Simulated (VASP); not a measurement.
# NaI: single point with PBEsol

The system is NaI.

```
CELL_PARAMETERS angstrom
0.00000 3.28495 3.18785
3.28495 0.00000 3.18785
3.28495 3.28495 0.00000
ATOMIC_POSITIONS crystal
Na 0.00000 0.00000 0.00000
I 0.50000 0.50000 0.50000
```

This cell differs from its parent crystal: strain +0.015 along x and y, -0.015 along z.

```json
{
 "Program": "VASP 6.6.1",
 "Task": "single point",
 "Functional": "PBEsol",
 "Potentials or basis": "VASP PAW PBE potentials, release 64 (Na_pv, I)",
 "Cutoff": "520 eV",
 "k mesh": "6 × 6 × 6",
 "Occupations": "gaussian, width 0.05 eV",
 "Spin": "no spin polarisation",
 "Dipole correction": "no",
 "Further INCAR settings": "ALGO = Normal; EDIFF = 1e-06; NBANDS = 14"
}
```

| Item | Value |
| --- | --- |
| Pressure | -0.6 GPa |
| Band gap on the k mesh | 3.46 eV |

Stress tensor (GPa, compression positive):
```
-0.88  0.00  0.00
 0.00 -0.88  0.00
 0.00  0.00 -0.19
```

Levels at points of the mesh, in eV from the valence-band top:
| k point | band 4 | band 5 | band 6 | band 7 | band 8 | band 9 | band 10 | band 11 |
| --- | --- | --- | --- | --- | --- | --- | --- | --- |
| (0.00, 0.00, 0.00) | -11.03 | -0.04 | 0.00 | 0.00 | 3.46 | 7.77 | 7.77 | 7.97 |
| (0.50, 0.00, 0.00) | -10.73 | -2.18 | -0.31 | -0.27 | 4.93 | 7.24 | 7.47 | 8.58 |
| (0.50, 0.50, 0.00) | -10.64 | -1.90 | -0.80 | -0.80 | 4.40 | 5.39 | 9.75 | 11.01 |
| (0.50, 0.00, 0.50) | -10.67 | -1.91 | -0.79 | -0.67 | 4.43 | 5.47 | 9.54 | 10.90 |

Wall time 33 s on 1 thread of Intel Xeon 8259CL (shared host), peak memory 0.21 GiB.

Caveat: the cell differs from its parent crystal (strain +0.015 along x and y, -0.015 along z); the PAW data sets were made with another functional, which shifts forces and pressure a little; spin-orbit coupling is left out, which moves the levels of the heavy elements.
